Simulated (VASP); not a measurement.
Crystal: B2Pt.

```xyz
6
Lattice="2.9502 0.0000 0.0000 -1.4751 2.5549 0.0000 0.0000 0.0000 10.7623" Properties=species:S:1:pos:R:3 pbc="T T T"
B     0.0000    1.7033    0.0000
B     0.0000    0.0000    2.3212
B     0.0000    0.0000    7.7023
B     1.4751    0.8516    5.3812
Pt    1.4751    0.8516    1.1606
Pt    0.0000    1.7033    6.5418
```

| Item | Value |
| --- | --- |
| Program | VASP 6.6.1 |
| Task | relaxation of cell and atoms |
| Functional | PBE |
| Dispersion | D3(BJ) |
| Potentials or basis | VASP PAW PBE potentials, release 64 (B, Pt) |
| Cutoff | 600 eV |
| k mesh | 6 × 6 × 2 |
| Occupations | gaussian, width 0.1 eV |
| Spin | no spin polarisation |

At the start: pressure 25.2 GPa; volume 13.52 Å³/atom.

How do energy, volume and symmetry change on relaxing?

Over 31 steps the energy falls by 1096.5 meV/atom and the volume is 11.09 Å³/atom (-18.0 %); space group P6_3mc (No. 186, to 0.1 Å) before and after.

The path:
```
step  energy change (eV)  largest force (eV/Å)  pressure (GPa)  volume (Å³)
   1              0.0000                2.2253           25.15        81.12
   2              0.3849                1.7963          -17.98       108.39
   3             -1.0102                0.4047           -3.30        91.73
   4             -1.0121                0.3385           -2.61        91.35
   5             -1.4488                0.4520           -3.57        90.51
   6             -2.0783                0.5663           -5.43        88.86
   7             -3.3862                0.8682          -10.11        83.78
   8             -4.8063                1.9412           -7.54        65.73
   9             -4.5967                1.9851          -15.16        72.83
  10             -4.8332                2.0438          -11.98        70.77
  11             -5.1551                1.8110           -5.45        66.48
  12             -3.3761                7.4748           39.35        57.58
  13             -5.1140                1.8390           -4.42        65.83
  14             -4.9315                2.4924            9.52        61.75
  15             -5.1287                1.8493           -2.26        64.92
  16             -5.1293                1.8377           -0.26        64.23
  17             -5.2592                1.7942            0.98        64.03
  18             -5.6118                1.6237            5.00        63.42
  19             -6.0972                1.0314           15.11        62.18
  20             -5.9635                0.2545           30.07        59.68
  21             -6.2002                0.5458           21.74        61.05
  22             -6.3187                0.4516           17.86        61.82
  23             -6.5165                0.2910            7.18        64.17
  24             -6.5314                0.3356            3.67        65.03
  25             -6.5409                0.3226            3.25        65.18
  26             -6.5633                0.2435            2.05        65.62
  27             -6.5780                0.0526           -0.02        66.50
  28             -6.5784                0.0531            0.33        66.36
  29             -6.5784                0.0507            0.27        66.39
  30             -6.5786                0.0439            0.09        66.44
  31             -6.5788                0.0311           -0.24        66.53
```

Final structure:
```cif
data_structure
_symmetry_space_group_name_H-M 'P 1'
_symmetry_Int_Tables_number 1
_cell_length_a 3.6543
_cell_length_b 3.6543
_cell_length_c 5.7526
_cell_angle_alpha 90.000
_cell_angle_beta 90.000
_cell_angle_gamma 120.000
_cell_volume 66.53
loop_
_atom_site_label
_atom_site_type_symbol
_atom_site_fract_x
_atom_site_fract_y
_atom_site_fract_z
_atom_site_occupancy
B1 B 0.33333 0.66667 0.03702 1
B2 B 0.00000 0.00000 0.13366 1
B3 B 0.00000 0.00000 0.63366 1
B4 B 0.66667 0.33333 0.53702 1
Pt1 Pt 0.66667 0.33333 0.15282 1
Pt2 Pt 0.33333 0.66667 0.65282 1
```

Caveat: the k points lie up to 0.55 Å⁻¹ apart in the final cell, too coarse for converged energies and pressures of a metal; the volume moved by over 15 % at a fixed basis, so the end points are rough.
